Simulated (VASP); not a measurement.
CuO: single point with PBE

The system is CuO.

```
CELL_PARAMETERS angstrom
2.33880 -1.72965 0.00000
2.33880 1.72965 0.00000
-0.79881 0.00000 5.06378
ATOMIC_POSITIONS crystal
Cu 0.00000 0.50000 0.00000
Cu 0.50000 0.00000 0.50000
O 0.54790 0.45210 0.25000
O 0.45210 0.54790 0.75000
```

```yaml
Program: VASP 6.6.1
Task: single point
Functional: PBE
Potentials_or_basis: VASP PAW PBE potentials, release 64 (Cu, O)
Cutoff: 520 eV
k_mesh: 8 × 8 × 5
Occupations: fermi-dirac, width 0.02 eV
Spin: collinear spin, ferromagnetic start
Starting_moments: "[1.0, 1.0, 0.0, 0.0] μB"
```

```yaml
Pressure: 8.5 GPa
Largest_force: 0.304 eV/Å
Band_gap_on_the_k_mesh: zero (filled and empty bands overlap)
Net_moment: 0.00 μB per cell
Valence_electrons_inside_the_program's_atomic_spheres: Cu 9.94; O 4.97
```

Forces in eV/Å, atoms in the order of the input:
```
Cu   0.000  0.000  0.000
Cu   0.000  0.000  0.000
O    0.000 -0.304  0.000
O    0.000  0.304  0.000
```

Stress tensor (GPa, compression positive):
```
6.26 0.00 3.05
0.00 9.63 0.00
3.05 0.00 9.58
```

Levels at points of the mesh, in eV from the Fermi level:
Spin up:
| k point | band 15 | band 16 | band 17 | band 18 | band 19 | band 20 |
| --- | --- | --- | --- | --- | --- | --- |
| (0.00, 0.00, 0.00) | -2.27 | -1.75 | 0.22 | 0.95 | 1.77 | 6.15 |
| (0.50, 0.00, 0.00) | -1.59 | -1.51 | 0.13 | 0.31 | 4.37 | 6.21 |
| (0.50, 0.50, 0.00) | -1.70 | -1.29 | -0.83 | 1.09 | 2.99 | 7.37 |
Spin down:
```tsv
k point	band 13	band 14	band 15	band 16	band 17	band 18	band 19	band 20	band 21	band 22
(0.00, 0.00, 0.00)	-2.48	-2.36	-2.27	-1.75	0.22	0.95	1.77	6.15	7.99	13.84
(0.50, 0.00, 0.00)	-2.18	-1.71	-1.59	-1.51	0.13	0.31	4.37	6.21	6.83	11.25
(0.50, 0.50, 0.00)	-2.26	-2.26	-1.70	-1.29	-0.83	1.09	2.99	7.37	8.27	9.96
```

Wall time 5.6 min on 1 thread of Intel Xeon 6975P-C (shared host), peak memory 0.29 GiB.

Caveat: semilocal functionals often make such compounds metallic where correlation or magnetic order opens a gap, which also shifts bond lengths. With open d or f shells a metallic result of PBE can be an artefact of self-interaction; +U or a hybrid may open a gap.
